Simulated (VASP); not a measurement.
Here is a VASP 6.6.1 calculation.

Contents of INCAR:

```
SYSTEM = Ag3IO
PREC = Accurate ; ENCUT = 520
EDIFF = 1E-6 ; ISMEAR = 0
SIGMA = 0.1 ; LREAL = .FALSE.
LASPH = .TRUE. ; NELM = 150
ALGO = Normal ; ISIF = 2
LWAVE = .FALSE. ; LCHARG = .FALSE.
ISPIN = 2 ; MAGMOM = 1 1 1 0 0
LORBIT = 11 ; LMAXMIX = 4
GGA = PE ; NBANDS = 35
```

File KPOINTS:

```
regular mesh
0
G
  4 4 4
  0 0 0
```

File POSCAR:

```
Ag3IO
1.0
    5.2847895100      0.0000000000      0.0000000000
    0.0000000000      5.2847895100      0.0000000000
    0.0000000000      0.0000000000      5.2847895100
Ag I O
3 1 1
Direct
    0.5000000000      0.0000000000      0.0000000000
    0.0000000000      0.5000000000      0.0000000000
    0.0000000000      0.0000000000      0.5000000000
    0.0000000000      0.0000000000      0.0000000000
    0.5000000000      0.5000000000      0.5000000000
```

Potentials or basis: VASP PAW PBE potentials, release 64 (Ag, I, O).

Command:

```bash
$ cat potpaw_PBE.64/Ag/POTCAR potpaw_PBE.64/I/POTCAR potpaw_PBE.64/O/POTCAR > POTCAR
$ mpirun -np 1 vasp_std > vasp.out
```

(1) What does it give for the net moment?

(2) What does it give for the site moments?

Answers

(1) -0.11 μB per cell.

(2) Ag +0.01; I +0.01; O -0.20 μB.
